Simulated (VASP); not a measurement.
Here is a VASP 6.6.1 calculation.

File INCAR:

```
SYSTEM = NaI
PREC = Accurate
ENCUT = 600
EDIFF = 1E-6
ISMEAR = -1
SIGMA = 0.1
LREAL = .FALSE.
LASPH = .TRUE.
NELM = 60
ALGO = Normal
ISIF = 3
LWAVE = .FALSE.
LCHARG = .FALSE.
GGA = PE
IBRION = 2
NSW = 60
EDIFFG = -0.01
```

File KPOINTS:

```
Automatic mesh
0
G
  5 5 5
  0 0 0
```

File POSCAR:

```
NaI
1.0
    0.0000000000      3.2435290000      3.2435290000
    3.2435290000      0.0000000000      3.2435290000
    3.2435290000      3.2435290000      0.0000000000
Na I
1 1
Direct
    0.0000000000      0.0000000000      0.0000000000
    0.5000000000      0.5000000000      0.5000000000
```

Potentials or basis: VASP PAW PBE potentials, release 64 (Na_pv, I).

Launch:

```bash
$ cat potpaw_PBE.64/Na_pv/POTCAR potpaw_PBE.64/I/POTCAR > POTCAR
$ mpirun -np 1 vasp_std > vasp.out
```

**Question.** What does it give for the band gap on the k mesh?

**Answer.** 3.57 eV, direct.

**Question.** Predict the relaxed cell.

**Answer.** a = 4.618 Å, b = 4.618 Å, c = 4.618 Å, α = 60.00°, β = 60.00°, γ = 60.00°.

**Question.** What does it give for the space group after relaxing (to 0.05 Å)?

**Answer.** Fm-3m (No. 225).

**Question.** Estimate the relaxed volume.

**Answer.** 34.81 Å³/atom.

Step by step:
| step | energy change (eV) | largest force (eV/Å) | pressure (GPa) | volume (Å³) |
| --- | --- | --- | --- | --- |
| 1 | 0.0000 | 0.0000 | 0.34 | 68.25 |
| 2 | -0.0011 | 0.0000 | 0.16 | 68.97 |
| 3 | -0.0014 | 0.0000 | 0.01 | 69.62 |

Caveat: spin-orbit coupling is left out, which moves the levels of the heavy elements. PBE usually gives volumes a little too large and moduli too small.
